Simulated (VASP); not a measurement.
**HgTe: relaxation of cell and atoms with LDA**

The system is HgTe.

```xyz
4
Lattice="4.6988 0.0000 0.0000 -2.3494 4.0693 0.0000 0.0000 0.0000 7.7111" Properties=species:S:1:pos:R:3 pbc="T T T"
Hg    0.0000    2.7128    0.0024
Hg    2.3494    1.3564    3.8580
Te    0.0000    2.7128    2.8892
Te    2.3494    1.3564    6.7447
```

```json
{"Program": "VASP 6.6.1", "Task": "relaxation of cell and atoms", "Functional": "LDA", "Potentials or basis": "VASP PAW LDA potentials, release 64 (Hg, Te)", "Cutoff": "600 eV", "k mesh": "6 × 6 × 4", "Occupations": "fermi-dirac, width 0.02 eV", "Spin": "no spin polarisation", "Dipole correction": "no", "Further INCAR settings": "ALGO = Normal; EDIFF = 1e-06; IBRION = 2; EDIFFG = -0.005; NSW = 80; ISIF = 3"}
```

```
Relaxed volume                        : 33.58 Å³/atom
Relaxed cell                          : a = 4.556 Å, b = 4.556 Å, c = 7.473 Å, α = 90.00°, β = 90.00°, γ = 120.00°
Space group after relaxing (to 0.1 Å) : P6_3mc (No. 186)
Energy gained by relaxing             : 38.9 meV/atom
Ionic steps                           : 8
Pressure after relaxing               : 0.0 GPa
Band gap on the k mesh                : zero (filled and empty bands touch)
```

Forces in eV/Å, atoms in the order of the input:
```
Hg   0.000  0.000  0.003
Hg   0.000  0.000  0.003
Te   0.000  0.000 -0.003
Te   0.000  0.000 -0.003
```

The path:
```csv
step,energy change (eV),largest force (eV/Å),pressure (GPa),volume (Å³)
1,0.0000,0.0088,-3.44,147.44
2,-0.1447,0.0098,1.17,131.19
3,-0.1555,0.0057,-0.01,134.27
4,-0.1554,0.0060,0.07,134.02
5,-0.1555,0.0030,0.02,134.28
6,-0.1555,0.0017,-0.03,134.40
7,-0.1555,0.0025,-0.02,134.32
8,-0.1555,0.0029,-0.02,134.30
```

Final structure:
```yaml
crystal:
  lattice:
    - [4.55558, 0.00000, 0.00000]
    - [-2.27779, 3.94524, 0.00000]
    - [0.00000, 0.00000, 7.47257]
  atoms:
    - { symbol: Hg, position: [0.33333, 0.66667, 0.00031] }
    - { symbol: Hg, position: [0.66667, 0.33333, 0.50031] }
    - { symbol: Te, position: [0.33333, 0.66667, 0.37469] }
    - { symbol: Te, position: [0.66667, 0.33333, 0.87469] }
```

Levels at points of the mesh, in eV from the Fermi level:
```tsv
k point	band 16	band 17	band 18	band 19	band 20	band 21
(0.00, 0.00, 0.00)	-0.82	-0.09	0.00	0.00	0.44	4.11
(0.50, 0.00, 0.00)	-2.32	-1.70	-1.01	1.59	1.66	3.87
(0.00, 0.00, 0.50)	-0.55	-0.55	-0.55	0.85	0.85	4.65
(0.50, 0.00, 0.50)	-1.82	-1.72	-1.72	1.33	1.33	3.42
```

It took 7.8 min on 1 thread of Oxide Virtual Turin-like Processor (shared host), peak memory 0.26 GiB.

Caveat: the structure was generated, so it needn't be the stable form of HgTe; semilocal functionals underestimate gaps, and a narrow one can read as zero; spin-orbit coupling is left out, which moves the levels of the heavy elements.
